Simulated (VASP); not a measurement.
Sn:

```
Sn
1.0
     3.40607    0.00000    0.00000
    -0.19543    3.40046    0.00000
    -1.55493   -1.74781    2.47562
Sn
1
Direct
  0.00000 0.00000 0.00000
```

| Quantity | Value |
| --- | --- |
| Program | VASP 6.6.1 |
| Task | relaxation of cell and atoms |
| Functional | LDA |
| Potentials or basis | VASP PAW LDA potentials, release 64 (Sn_d) |
| Cutoff | 600 eV |
| k mesh | 11 × 11 × 11 |
| Occupations | methfessel-paxton, width 0.1 eV |
| Spin | no spin polarisation |

At the start: pressure -4.7 GPa; volume 28.67 Å³/atom.

Problem. How do energy, volume and symmetry change on relaxing?

Solution. Over 9 steps the energy falls by 47.0 meV/atom and the volume is 25.96 Å³/atom (-9.5 %); space group I4/mmm (No. 139, to 0.05 Å).

Step by step:
| step | energy change (eV) | largest force (eV/Å) | pressure (GPa) | volume (Å³) |
| --- | --- | --- | --- | --- |
| 1 | 0.0000 | 0.0000 | -4.68 | 28.67 |
| 2 | -0.0438 | 0.0000 | 1.55 | 25.34 |
| 3 | -0.0464 | 0.0000 | 0.12 | 25.91 |
| 4 | -0.0463 | 0.0000 | -0.04 | 25.96 |
| 5 | -0.0468 | 0.0000 | 0.01 | 25.98 |
| 6 | -0.0470 | 0.0000 | -0.09 | 26.01 |
| 7 | -0.0470 | 0.0000 | -0.12 | 26.00 |
| 8 | -0.0470 | 0.0000 | 0.12 | 25.91 |
| 9 | -0.0470 | 0.0000 | -0.01 | 25.96 |

Final structure:
```yaml
crystal:
  lattice:
    - [3.29871, 0.01607, -0.03348]
    - [-0.17323, 3.29419, 0.03348]
    - [-1.53850, -1.67802, 2.38749]
  atoms:
    - { symbol: Sn, position: [0.00000, 0.00000, 0.00000] }
```
